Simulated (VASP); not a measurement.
Runs of VASP 6.6.1 on Gd. The structure is that of space group Im-3m (No. 229), or close to it. The cells are those of the table. 

| cell | gap on the mesh (eV) | pressure (GPa) | moment (μB) |
| --- | --- | --- | --- |
| a = 3.411 Å, angles 109.5°, 1 atom | none | 3.0 | 7.63 |
| a = 3.335 Å, angles 109.5°, 1 atom | none | 5.9 | (a) |
| a = 3.054 Å, angles 109.5°, 1 atom | none | (b) | 7.60 |
| a = 3.778 Å, angles 109.5°, 1 atom | none | -5.1 | 7.69 |
| a = 3.554 Å, angles 109.5°, 1 atom | none | -1.3 | 7.66 |
| a = 3.172 Å, angles 109.5°, 1 atom | none | 16.3 | 7.61 |
| a = 3.460 Å, angles 109.5°, 1 atom | none | 1.5 | 7.65 |

Alike in all rows: task single point; level PBE; potentials or basis VASP PAW PBE potentials, release 64 (Gd); spin collinear, ferromagnetic start; k mesh 11 × 11 × 11; cutoff (eV) 520; smearing fermi-dirac 0.03 eV.

Estimate the missing entries.

(a) 7.62; (b) 27.4.

Caveats: spin-orbit coupling is left out, which moves the levels of the heavy elements.

A k mesh can miss the band edges, and the runs leave out spin-orbit coupling on Gd.

A gap of «none» marks levels without a gap at the run's occupations.
